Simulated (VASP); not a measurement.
Set up this calculation in VASP 6.6.1, as the native input.

```
Task                   : single point
Functional             : LDA
Potentials or basis    : VASP PAW LDA potentials, release 64 (Au, Al)
Cutoff                 : 520 eV
k mesh                 : 8 × 8 × 8
Occupations            : fermi-dirac, width 0.05 eV
Spin                   : no spin polarisation
Dipole correction      : no
Further INCAR settings : ALGO = Fast; EDIFF = 1e-06; NBANDS = 16
```

The structure of Al2Au lies in POSCAR:

```
Al2Au
1.0
    0.0000000000      3.0000000000      3.0000000000
    3.0000000000      0.0000000000      3.0000000000
    3.0000000000      3.0000000000      0.0000000000
Au Al
1 2
Direct
    0.0000000000      0.0000000000      0.0000000000
    0.7500000000      0.7500000000      0.7500000000
    0.2500000000      0.2500000000      0.2500000000
```

These files were run (other wordings do the same):

INCAR

```
SYSTEM = Al2Au
ALGO = Fast
EDIFF = 1E-6
ENCUT = 520
ISIF = 2
ISMEAR = -1
LASPH = .True.
LCHARG = .False.
LREAL = .False.
LWAVE = .False.
NBANDS = 16
NELM = 60
PREC = Accurate
SIGMA = 0.05
```

KPOINTS

```
k-points
0
Gamma
  8 8 8
  0 0 0
```

Potentials or basis: VASP PAW LDA potentials, release 64 (Au, Al).

Run with:

```console
$ cat potpaw_LDA.64/Au/POTCAR potpaw_LDA.64/Al/POTCAR > POTCAR
$ mpirun -np 1 vasp_std > vasp.out
```

Results of the run:

- Pressure: -2.5 GPa

Run time: 27 s on 1 thread of AMD EPYC 7R43 64-Core Processor (Zen 3), on a shared host, peak memory 0.13 GiB.
